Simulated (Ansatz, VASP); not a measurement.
# Mg5O: VASP beside Ansatz

```
Mg O
1.0
     2.61327    1.50877    4.90723
    -2.61327    1.50877    4.90723
     0.00000   -3.01754    4.90723
Mg O
5 1
Direct
  0.50000 0.15527 0.84473
  0.15527 0.84473 0.50000
  0.84473 0.50000 0.15527
  0.33378 0.33378 0.33378
  0.66622 0.66622 0.66622
  0.00000 0.00000 0.00000
```

Change from the starting cell: species swapped into the Er5Mg type (R32, No. 155).

Alike in both runs: functional PBE; k mesh 4 × 4 × 4; occupations gaussian, width 0.2 eV; no spin polarisation.

Ansatz relaxed the structure, and its values are those at the end. VASP's run is a single point on that final structure, the one shown.

|  | VASP | Ansatz |
| --- | --- | --- |
| version | VASP 6.6.1 | Ansatz 0.2.0 |
| potentials or method | VASP PAW PBE potentials, release 64 (Mg, O), cutoff 600 eV | scalar-relativistic, plane waves, PAW |
| valence electrons in the cell | 16 | 56 |

VASP gave:

| Quantity | Value |
| --- | --- |
| gap on the k mesh at the Fermi level (eV) | none |
| pressure (GPa) | -0.1 |
| rms of the force components (eV/Å) | 0.009 |

Question: What did Ansatz give for the same quantities?

Answer: gap on the k mesh at the Fermi level (eV): none; pressure (GPa): 0.0; rms of the force components (eV/Å): 0.009.

A gap of «none» marks a metal or a gap that the smearing closes. VASP's potentials hold 16 valence electrons a cell and Ansatz's 56, so a difference there can come from the potentials and not from the codes.

The k mesh is coarse, so the values compare programs but aren't converged.
